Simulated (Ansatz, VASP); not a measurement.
**One calculation of Ta2C, two programs**

```
Ta C
1.0
     3.10590    0.00000    0.00000
    -1.55295    2.68979    0.00000
     0.00000    0.00000    4.94640
Ta C
2 1
Direct
  0.33333 0.66667 0.25201
  0.66667 0.33333 0.74799
  0.00000 0.00000 0.00000
```

Alike in both runs: task single point; functional PBEsol; k mesh 15 × 15 × 8; occupations gaussian, width 0.1 eV; no spin polarisation.

|  | VASP | Ansatz |
| --- | --- | --- |
| version | VASP 6.6.1 | Ansatz 0.2.0 |
| potentials or method | VASP PAW PBE potentials, release 64 (Ta_pv, C), cutoff 520 eV | scalar-relativistic, plane waves, PAW |
| valence electrons in the cell | 26 | 30 |

|  | VASP | Ansatz | Ansatz less VASP |
| --- | --- | --- | --- |
| gap on the k mesh at the Fermi level (eV) | none | none | - |
| pressure (GPa) | -2.6 | -3.1 | -0.49 |
| traceless stress, the component that is largest in VASP (GPa) | -0.38 | -0.35 | +0.030 |
| rms of the force components (eV/Å) | 0.044 | 0.023 | -0.0206 |

VASP's potentials were made for PBE, not for PBEsol. Atom by atom the forces differ by 0.021 eV/Å (rms over components). A gap of «none» marks a metal or a gap that the smearing closes. With one functional, cell and mesh, what is left measures potentials, basis and numerics. VASP's potentials hold 26 valence electrons a cell and Ansatz's 30, so a difference there can come from the potentials and not from the codes.

Spin-orbit coupling is off throughout.
